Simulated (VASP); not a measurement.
# SrTiO3 (Imma) in VASP: further runs, part 2 of 2

VASP 6.6.1. Earlier steps stand in the parts before.

**3. Single point, PBEsol (atoms displaced along a vibrational mode)**

INCAR

```
SYSTEM = SrTiO3
PREC     = Accurate       ! precision mode
ENCUT    = 520            ! plane-wave cutoff, eV
EDIFF    = 1E-6           ! SCF threshold, eV
ISMEAR   = 0              ! smearing method
SIGMA    = 0.05           ! smearing width, eV
LREAL    = .False.        ! projectors in reciprocal space
LASPH    = .True.         ! aspherical terms in the spheres
NELM     = 80             ! most SCF steps
ALGO     = Normal         ! electronic algorithm
ISIF     = 2              ! what is computed and relaxed
LWAVE    = .False.        ! write WAVECAR
LCHARG   = .False.        ! write CHGCAR
GGA      = PS             ! functional
NBANDS   = 51             ! bands
```

KPOINTS

```
regular mesh
0
Gamma
  6 6 6
  0 0 0
```

POSCAR

```
SrTiO3
1.0
   -3.8911201354      0.0000000000     -3.8911201354
    0.0000000000     -3.8911201354     -3.8911201354
   -3.8911201354     -3.8911201354      0.0000000000
Sr Ti O
2 2 6
Direct
    0.0000000000      0.0000000000     -0.0014913407
    0.5000000000      0.5000000000      0.5014913407
    0.2500000000      0.2500000000      0.2500000000
    0.7500000000      0.7500000000      0.7500000000
    0.5170365495      0.0170365495      0.4829634505
   -0.0170365495      0.4829634505      0.0170365495
    0.4829634505     -0.0170365495      0.0170365495
    0.0170365495      0.5170365495      0.4829634505
    0.5000000000      0.5000000000      0.0340730990
    1.0000000000      1.0000000000      0.4659269010
```

Potentials or basis: VASP PAW PBE potentials, release 64 (Sr_sv, Ti_sv, O).

On the command line:

```sh
$ cat potpaw_PBE.64/Sr_sv/POTCAR potpaw_PBE.64/Ti_sv/POTCAR potpaw_PBE.64/O/POTCAR > POTCAR
$ mpirun -np 1 vasp_std > vasp.out
```

OUTCAR:

```text
SYSTEM = SrTiO3
   PREC = Accurate
   ENCUT = 520
   EDIFF = 1E-6
   ISMEAR = 0
   LREAL = .False.
   LASPH = .True.
   NELM = 80
   ISIF = 2
   GGA = PS

 ion  position               nearest neighbor table
   1  0.000  0.000  0.999-  10 2.57   6 2.66   7 2.66   8 2.66   5 2.66   9 2.76   9 2.76   6 2.84
                             8 2.84   7 2.84   5 2.84  10 2.93   4 3.36   3 3.36   4 3.37   3 3.37
   2  0.500  0.500  0.501-   9 2.57   6 2.66   7 2.66   8 2.66   5 2.66  10 2.76  10 2.76   7 2.84
                             5 2.84   6 2.84   8 2.84   9 2.93   4 3.36   3 3.36   3 3.37   3 3.37
   3  0.250  0.250  0.250-   5 1.95   6 1.95   7 1.95   8 1.95   9 1.95  10 1.95   1 3.36   2 3.36
                             1 3.37   1 3.37   2 3.37   2 3.37   2 3.38   1 3.38
   4  0.750  0.750  0.750-   5 1.95   6 1.95   7 1.95   8 1.95   9 1.95  10 1.95   1 3.36   2 3.36
                             2 3.37   2 3.37   1 3.37   1 3.37   2 3.38   1 3.38
   5  0.517  0.017  0.483-   3 1.95   4 1.95   1 2.66   2 2.66   2 2.84   1 2.84
   6  0.983  0.483  0.017-   3 1.95   4 1.95   1 2.66   2 2.66   2 2.84   1 2.84
   7  0.483  0.983  0.017-   3 1.95   4 1.95   1 2.66   2 2.66   1 2.84   2 2.84
   8  0.017  0.517  0.483-   3 1.95   4 1.95   1 2.66   2 2.66   1 2.84   2 2.84
   9  0.500  0.500  0.034-   3 1.95   4 1.95   2 2.57   1 2.76   1 2.76   2 2.93
  10  0.000  0.000  0.466-   3 1.95   4 1.95   1 2.57   2 2.76   2 2.76   1 2.93

  LATTYP: Found a face centered cubic cell.
 ALAT       =     7.7822402708

  Lattice vectors:

 A1 = (  -3.8911201354,   0.0000000000,  -3.8911201354)
 A2 = (   0.0000000000,  -3.8911201354,  -3.8911201354)
 A3 = (  -3.8911201354,  -3.8911201354,   0.0000000000)

Analysis of symmetry for initial positions (statically):
=====================================================================
 Subroutine PRICEL returns:
 Original cell was already a primitive cell.

 Routine SETGRP: Setting up the symmetry group for a
 face centered cubic supercell.

 Subroutine GETGRP returns: Found  8 space group operations
 (whereof  4 operations were pure point group operations)
 out of a pool of 48 trial point group operations.

The static configuration has the point symmetry C_2v.
[... 163 lines left out ...]
 Gauss-broadening in eV      SIGMA  =   0.05
  energy-cutoff  :      520.00
  volume of cell :      117.83
 maximum number of plane-waves:      3218
 NGX is ok and might be reduce to    42
   NGX = 21   NGY = 21   NGZ = 21

 number of electron      80.0000002 magnetization

 Free energy of the ion-electron system (eV)
  ---------------------------------------------------
  ext. energy  EPLUGINS =         0.00000000
  ---------------------------------------------------
  free energy    TOTEN  =       -83.26242374 eV

  energy without entropy =      -83.26242374  energy(sigma->0) =      -83.26242374

 E-fermi :   4.5092     XC(G=0): -11.5954

 val. band max:        4.2376828903   @ k =   0.0000   0.0000   0.0000
 cond. band min:       5.9685114232   @ k =   0.0000   0.0000   0.0000
 fundamental gap:      1.7308285329
 Fermi energy:         4.5092176500

 k-point     1 :       0.0000    0.0000    0.0000
  band No.  band energies     occupation
      1     -52.0529      2.00000
      2     -52.0479      2.00000
      3     -28.4928      2.00000
      4     -28.4866      2.00000
      5     -28.4834      2.00000
      6     -28.4570      2.00000
[... 1285 lines left out ...]
     50      10.3327      0.00000
     51      11.1555      0.00000

 [... further k-points ...]

------------------------ aborting loop because EDIFF is reached ----------------------------------------

  FORCE on cell =-STRESS in cart. coord.  units (eV):
  Direction    XX          YY          ZZ          XY          YZ          ZX
  --------------------------------------------------------------------------------------
  -------------------------------------------------------------------------------------
  Total        0.9354158      0.9354158      1.1372153     -0.5623707      0.0000000      0.0000000
  in kB       12.7192459     12.7192459     15.4631993     -7.6467931      0.0000000      0.0000000
  external PRESSURE =      13.6338970 kB  Pullay stress =       0.0000000 kB

 VOLUME and BASIS-vectors are now :
 -----------------------------------------------------------------------------
  energy-cutoff  :      520.00
  volume of cell :      117.83
      direct lattice vectors                 reciprocal lattice vectors
    -3.891120135  0.000000000 -3.891120135    -0.128497703  0.128497703 -0.128497703
     0.000000000 -3.891120135 -3.891120135     0.128497703 -0.128497703 -0.128497703
    -3.891120135 -3.891120135  0.000000000    -0.128497703 -0.128497703  0.128497703

 POSITION                                       TOTAL-FORCE (eV/Angst)
 -----------------------------------------------------------------------------------
     -3.88532     -3.88532      0.00000        -0.284612     -0.284612     -0.000000
     -3.89692     -3.89692     -3.89112         0.284612      0.284612     -0.000000
     -1.94556     -1.94556     -1.94556        -0.000000      0.000000     -0.000000
     -5.83668     -5.83668     -5.83668        -0.000000     -0.000000     -0.000000
     -3.89112     -1.94556     -2.07814        -0.000000     -0.000000      1.462028
     -3.89112     -1.94556     -5.70410        -0.000000      0.000000     -1.462028
     -1.94556     -3.89112     -5.70410        -0.000000      0.000000     -1.462028
     -1.94556     -3.89112     -2.07814        -0.000000     -0.000000      1.462028
     -2.07814     -2.07814     -3.89112         1.464451      1.464451     -0.000000
     -1.81298     -1.81298      0.00000        -1.464451     -1.464451     -0.000000
 -----------------------------------------------------------------------------------
    total drift:                                0.000000      0.000000      0.000000

  FREE ENERGIE OF THE ION-ELECTRON SYSTEM (eV)
  ---------------------------------------------------
  free  energy   TOTEN  =       -83.2624237446 eV

  energy  without entropy=      -83.2624237446  energy(sigma->0) =      -83.26242374
```

It took 15 min on 1 thread of Intel Xeon 8259CL, shared host; peak memory 0.38 GiB.

What came out:

```yaml
Free_energy: -83.2624 eV
Pressure: 1.4 GPa
Largest_force: 2.071 eV/Å
Band_gap_on_the_k_mesh: 1.73 eV
```

Forces on the atoms (eV/Å):
```
Sr  -0.285 -0.285  0.000
Sr   0.285  0.285  0.000
Ti   0.000  0.000  0.000
Ti   0.000  0.000  0.000
O    0.000  0.000  1.462
O    0.000  0.000 -1.462
O    0.000  0.000 -1.462
O    0.000  0.000  1.462
O    1.464  1.464  0.000
O   -1.464 -1.464  0.000
```

Stress tensor (GPa, compression positive):
```
 1.27 -0.76  0.00
-0.76  1.27  0.00
 0.00  0.00  1.55
```

Levels at points of the mesh, in eV from the valence-band top:
```
           k point  band 38  band 39  band 40  band 41  band 42  band 43
(0.00, 0.00, 0.00)    -0.24    -0.19     0.00     1.73     1.75     1.78
(0.50, 0.00, 0.00)    -0.92    -0.64    -0.64     3.04     3.04     3.22
(0.00, 0.00, 0.50)    -0.88    -0.86    -0.44     3.08     3.15     3.19
(0.50, 0.50, 0.00)    -0.84    -0.75    -0.23     1.88     3.38     3.55
(0.00, 0.50, 0.50)    -0.74    -0.68    -0.19     1.90     3.52     3.53
```

Caveat: the cell differs from its parent crystal (atoms displaced along a vibrational mode); the PAW data sets were made with another functional, which shifts forces and pressure a little.
